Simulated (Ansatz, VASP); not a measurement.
# HfZr2Se6 in VASP and in Ansatz

```
CELL_PARAMETERS angstrom
3.78972 0.00000 0.00000
-1.89486 3.28199 0.00000
0.00000 0.00000 20.81599
ATOMIC_POSITIONS crystal
Zr 0.00000 0.00000 0.83443
Zr 0.00000 0.00000 0.16557
Hf 0.00000 0.00000 0.50000
Se 0.33333 0.66667 0.91067
Se 0.33333 0.66667 0.24180
Se 0.33333 0.66667 0.57535
Se 0.66667 0.33333 0.08933
Se 0.66667 0.33333 0.42465
Se 0.66667 0.33333 0.75820
```

Alike in both runs: functional PBE; k mesh 12 × 12 × 2; occupations gaussian, width 0.02 eV; no spin polarisation.

Ansatz relaxed the structure, and its values are those at the end. VASP's run is a single point on that final structure, the one shown.

```csv
,VASP,Ansatz
version,VASP 6.6.1,Ansatz 0.2.0
potentials or method,"VASP PAW PBE potentials, release 64 (Zr_sv, Hf_pv, Se), cutoff 520 eV","scalar-relativistic, plane waves, PAW"
valence electrons in the cell,70,146
```

VASP gave:

- gap on the k mesh at the Fermi level (eV): 0.42
- least direct gap on the mesh (eV): 1.11
- pressure (GPa): 0.0
- rms of the force components (eV/Å): 0.014

Task: What did Ansatz give for the same quantities?

Result: gap on the k mesh at the Fermi level (eV): 0.42; least direct gap on the mesh (eV): 1.11; pressure (GPa): 0.0; rms of the force components (eV/Å): 0.001.

With one functional, cell and mesh, what is left measures potentials, basis and numerics. VASP's potentials hold 70 valence electrons a cell and Ansatz's 146, so a difference there can come from the potentials and not from the codes.

Spin-orbit coupling is off throughout.
